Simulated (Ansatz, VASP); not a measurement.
## CdSe in VASP and in Ansatz

```xyz
2
Lattice="0.0000 3.0703 3.0089 3.0703 0.0000 3.0089 3.0703 3.0703 0.0000" Properties=species:S:1:pos:R:3 pbc="T T T"
Cd    0.0000    0.0000    0.0000
Se    1.5351    1.5351    1.5044
```

Change from the starting cell: zz strain of -2 %, crystal datasets.

Alike in both runs: task electric field gradients; functional LDA; k mesh 8 × 8 × 8; occupations fermi-dirac, width 0.03 eV; no spin polarisation.

```csv
,VASP,Ansatz
version,VASP 6.6.1,Ansatz 0.2.0
potentials or method,"VASP PAW LDA potentials, release 64 (Cd, Se), cutoff 520 eV","all-electron PAW with datasets made for the crystal, scalar-relativistic"
```

Ansatz gave:

| Item | Value |
| --- | --- |
| pressure (GPa) | -2.4 |
| traceless stress, the component that is largest in VASP (GPa) | 0.27 |
| size of Vzz on the site where it differs most (V/Å²) | 8.1 |

Task: Estimate VASP's values.

Result: Pressure (GPa): -2.0; traceless stress, the component that is largest in VASP (GPa): 0.27; size of Vzz on the site where it differs most (V/Å²): 7.8.

LDA's correlation is that of Perdew and Zunger in VASP and of Perdew and Wang (1992) in Ansatz. Ansatz ran all-electron here, and VASP with PAW potentials.
